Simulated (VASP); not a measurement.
## Sb: single point with PBE+D3(BJ)

Sb, a slab with vacuum:

```
CELL_PARAMETERS angstrom
4.06868 0.00000 0.00000
-2.03434 3.52358 0.00000
0.00000 0.00000 20.80003
ATOMIC_POSITIONS crystal
Sb 0.33333 0.66667 0.29567
Sb 0.66667 0.33333 0.21635
Sb 0.77778 0.77778 0.56010
Sb 0.44444 0.11111 0.48077
```

This cell differs from its parent crystal: layers slid over each other.

```json
{
  "Program": "VASP 6.6.1",
  "Task": "single point",
  "Functional": "PBE",
  "Dispersion": "D3(BJ)",
  "Potentials or basis": "VASP PAW PBE potentials, release 64 (Sb_d_GW)",
  "Cutoff": "400 eV",
  "k mesh": "9 × 9 × 1",
  "Occupations": "gaussian, width 0.05 eV",
  "Spin": "no spin polarisation",
  "Dipole correction": "yes",
  "Further INCAR settings": "ALGO = Normal; EDIFF = 1e-06; NBANDS = 38; NELMDL = -8"
}
```

| Property | Result |
| --- | --- |
| Largest force | 0.097 eV/Å |
| Band gap on the k mesh | 0.87 eV (least direct gap 1.49 eV) |
| Dispersion energy per atom | -0.291 eV |

Forces on the atoms (eV/Å):
```
Sb   0.002 -0.023  0.094
Sb   0.004 -0.010  0.025
Sb   0.000  0.015 -0.028
Sb  -0.006  0.018 -0.091
```

Levels at points of the mesh, in eV from the valence-band top:
```
           k point  band 28  band 29  band 30  band 31  band 32  band 33
(0.00, 0.00, 0.00)    -0.04    -0.02     0.00     1.51     2.00     2.70
```

Wall time 6.2 min on 1 thread of AMD EPYC 9R45 96-Core Processor (Zen 5), on a shared host, peak memory 0.45 GiB.

Caveat: the cell differs from its parent crystal (layers slid over each other); spin-orbit coupling is left out, which moves the levels of the heavy elements.
